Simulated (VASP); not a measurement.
**I: vibrations by perturbation theory with PBE**

I:

```xyz
2
Lattice="0.0000 3.9272 3.9272 3.9272 0.0000 3.9272 3.9272 3.9272 0.0000" Properties=species:S:1:pos:R:3 pbc="T T T"
I     0.0000    0.0000    0.0000
I     1.9636    1.9636    1.9636
```

* Program: VASP 6.6.1
* Task: vibrations by perturbation theory
* Functional: PBE
* Potentials or basis: VASP PAW PBE potentials, release 64 (I)
* Cutoff: 520 eV
* k mesh: 4 × 4 × 4
* Occupations: fermi-dirac, width 0.1 eV
* Spin: no spin polarisation
* Dipole correction: no
* Further INCAR settings: ALGO = Normal; EDIFF = 1e-08; NBANDS = 14; IBRION = 8; NSW = 1

```yaml
Highest_phonon_frequency_at_Γ: 0 cm⁻¹
Most_unstable_mode: 112i cm⁻¹
```

Phonon frequencies in cm⁻¹ (negative: imaginary):
```csv
q point,frequencies
"(0.000, 0.000, 0.000)",-112 -112 -112 0 0 0
```

Wall time 2.9 min on 1 thread of Intel Xeon 8259CL, with other jobs on the host, peak memory 0.32 GiB.

Caveat: some modes are imaginary.
